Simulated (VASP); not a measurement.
Write the native input for VASP 6.6.1 that does the following.

```
Task                   : single point
Functional             : PBE
Potentials or basis    : VASP PAW PBE potentials, release 64 (Cu, Ni, C, N)
Cutoff                 : 520 eV
k mesh                 : 4 × 4 × 4
Occupations            : gaussian, width 0.1 eV
Spin                   : collinear spin, ferromagnetic start
Starting moments       : [1.0, 2.0, 0.0, 0.0, 0.0, 0.0, 0.0, 0.0, 0.0, 0.0] μB
Dipole correction      : no
Further INCAR settings : ALGO = Normal; EDIFF = 1e-07; NBANDS = 44
```

The structure of CuNiC4N4 lies in POSCAR:

```
CuNiC4N4
1.0
    5.8826218900      0.0000000000      0.0000000000
    0.0000000000      5.8826218900      0.0000000000
    0.0000000000      0.0000000000      5.8826218900
Cu Ni C N
1 1 4 4
Direct
    0.5000000000      0.5000000000      0.5000000000
    0.0000000000      0.0000000000      0.0000000000
    0.1881440800      0.1881440800      0.1881440800
    0.1881440800      0.8118559200      0.8118559200
    0.8118559200      0.1881440800      0.8118559200
    0.8118559200      0.8118559200      0.1881440800
    0.3029738000      0.3029738000      0.3029738000
    0.3029738000      0.6970262000      0.6970262000
    0.6970262000      0.3029738000      0.6970262000
    0.6970262000      0.6970262000      0.3029738000
```

One way to write it, as run:

INCAR

```
ALGO = Normal
EDIFF = 1E-7
ENCUT = 520
GGA = PE
ISIF = 2
ISMEAR = 0
ISPIN = 2
LASPH = True
LCHARG = False
LMAXMIX = 4
LORBIT = 11
LREAL = False
LWAVE = False
MAGMOM = 1 2 0 0 0 0 0 0 0 0
NBANDS = 44
NELM = 150
PREC = Accurate
SIGMA = 0.1
```

KPOINTS

```
k-points
0
Gamma
  4 4 4
```

Potentials or basis: VASP PAW PBE potentials, release 64 (Cu, Ni, C, N).

Command:

```sh
$ cat potpaw_PBE.64/Cu/POTCAR potpaw_PBE.64/Ni/POTCAR potpaw_PBE.64/C/POTCAR potpaw_PBE.64/N/POTCAR > POTCAR
$ mpirun -np 1 vasp_std > vasp.out
```

It gave:

The pressure is -1.2 GPa and the largest force is 0.852 eV/Å. The band gap on the k mesh is 0.20 eV (least direct gap 0.32 eV), the net moment is 3.00 μB per cell and the site moments are Cu +0.48; Ni +1.48; C +0.08; N +0.09 μB. The valence electrons inside the program's atomic spheres are Cu 9.79; Ni 9.35; C 2.58; N 3.86.

Wall time 3.5 min on 1 thread of Intel(R) Xeon(R) 6975P-C (Granite Rapids), on a shared host, peak memory 0.47 GiB.
